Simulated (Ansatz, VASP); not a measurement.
# Two plane-wave programs on NaI

```xyz
2
Lattice="0.0000 3.2790 3.2790 3.2790 0.0000 3.2790 3.2790 3.2790 0.0000" Properties=species:S:1:pos:R:3 pbc="T T T"
Na    0.0000    0.0000    0.0000
I     3.2790    3.2790    3.2790
```

Change from the starting cell: volume scaled by 1.04, PAW files.

Alike in both runs: task electric field gradients; functional LDA; k mesh 8 × 8 × 8; occupations fermi-dirac, width 0.02 eV; no spin polarisation.

```csv
,VASP,Ansatz
version,VASP 6.6.1,Ansatz 0.2.0
potentials or method,"VASP PAW LDA potentials, release 64 (Na_pv, I)","PAW with Ansatz's default frozen-core files, scalar-relativistic"
plane-wave cutoff (eV),520,420
valence electrons in the cell,14,26
```

Ansatz gave:

- gap on the k mesh at the Fermi level (eV): 3.24
- pressure (GPa): -2.1

Problem. What did VASP give for the same quantities?

Solution. gap on the k mesh at the Fermi level (eV): 3.25; pressure (GPa): -2.1.

LDA's correlation is that of Perdew and Zunger in VASP and of Perdew and Wang (1992) in Ansatz. VASP's potentials hold 14 valence electrons a cell and Ansatz's 26, so a difference there can come from the potentials and not from the codes.

Spin-orbit coupling is off throughout.
